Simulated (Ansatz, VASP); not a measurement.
# Be2C: VASP beside Ansatz

```xyz
3
Lattice="-0.0216 2.1389 2.1389 2.1389 -0.0216 2.1389 2.1389 2.1389 -0.0216" Properties=species:S:1:pos:R:3 pbc="T T T"
C     0.0000    0.0000    0.0000
Be    1.0630    1.0630    1.0630
Be    3.1932    3.1932    3.1932
```

Change from the starting cell: shear_111 strain -1.5%.

Alike in both runs: task single point; functional r2SCAN; k mesh 10 × 10 × 10; no spin polarisation.

|  | VASP | Ansatz |
| --- | --- | --- |
| version | VASP 6.6.1 | Ansatz 0.2.0 |
| potentials or method | VASP PAW PBE potentials, release 64 (C, Be) | plane waves, PAW |
| plane-wave cutoff (eV) | 660 | 500 |
| occupations | gaussian, width 0.01 eV | fixed |
| valence electrons in the cell | 8 | 8 |

```tsv
	VASP	Ansatz	Ansatz less VASP
gap on the k mesh at the Fermi level (eV)	1.50	1.50	+0.006
pressure (GPa)	4.0	3.3	-0.75
traceless stress, the component that is largest in VASP (GPa)	2.27	2.28	+0.010
```

VASP's potentials were made for PBE, not for r2SCAN.
